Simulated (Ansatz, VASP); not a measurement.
Two plane-wave programs on In2Sb

File INCAR:

```
SYSTEM = In2Sb
PREC = Accurate
ENCUT = 500
EDIFF = 1E-6
ISMEAR = 0
SIGMA = 0.1
LREAL = .False.
LASPH = .True.
NELM = 120
ALGO = Normal
ISIF = 2
LWAVE = .False.
LCHARG = .False.
GGA = PS
NBANDS = 40
GGA_COMPAT = .False.
```

Contents of KPOINTS:

```
regular mesh
0
Gamma
  12 12 10
  0 0 0
```

File POSCAR:

```
In2Sb
1.0
    5.3799042018      0.0000000000      0.0000000000
   -2.6899521009      4.6591337087      0.0000000000
    0.0000000000      0.0000000000      6.7225520000
In Sb
4 2
Direct
    0.6666666667      0.3333333333      0.2500000000
    0.3333333333      0.6666666667      0.7500000000
    0.0000000000      0.0000000000      0.5000000000
    0.0000000000      0.0000000000      0.0000000000
    0.6666666667      0.3333333333      0.7500000000
    0.3333333333      0.6666666667      0.2500000000
```

Input for Ansatz:

```yaml
crystal:
  lattice:
    - [5.3799042018, 0.0, 0.0]
    - [-2.6899521009, 4.6591337087, 0.0]
    - [0.0, 0.0, 6.722552]
  atoms:
    - { symbol: In, position: [0.6666666667, 0.3333333333, 0.25] }
    - { symbol: In, position: [0.3333333333, 0.6666666667, 0.75] }
    - { symbol: In, position: [0.0, 0.0, 0.5] }
    - { symbol: In, position: [0.0, 0.0, 0.0] }
    - { symbol: Sb, position: [0.6666666667, 0.3333333333, 0.75] }
    - { symbol: Sb, position: [0.3333333333, 0.6666666667, 0.25] }
basis:
  ecutwfc: 420
kpoints:
  mp_grid: { grid: [12, 12, 10] }
hamiltonian:
  xc: pbesol
scf:
  occupations: { method: gaussian, width: 0.1 }
output:
  forces: true
  stress: true
  eigenvalues: true
```

Alike in both runs: task single point; functional PBEsol; k mesh 12 × 12 × 10; occupations gaussian, width 0.1 eV; no spin polarisation.

|  | VASP | Ansatz |
| --- | --- | --- |
| version | VASP 6.6.1 | Ansatz 0.2.0 |
| potentials or method | VASP PAW PBE potentials, release 64 (In_d, Sb), cutoff 500 eV | scalar-relativistic, plane waves, PAW |
| valence electrons in the cell | 62 | 82 |

```csv
,VASP,Ansatz,Ansatz less VASP
gap on the k mesh at the Fermi level (eV),none,none,-
pressure (GPa),-2.6,-2.6,+0.01
"traceless stress, the component that is largest in VASP (GPa)",-0.81,-0.79,+0.015
```

VASP's potentials were made for PBE, not for PBEsol. A gap of «none» marks a metal or a gap that the smearing closes. VASP's potentials hold 62 valence electrons a cell and Ansatz's 82, so a difference there can come from the potentials and not from the codes.

Neither program's run includes spin-orbit coupling.
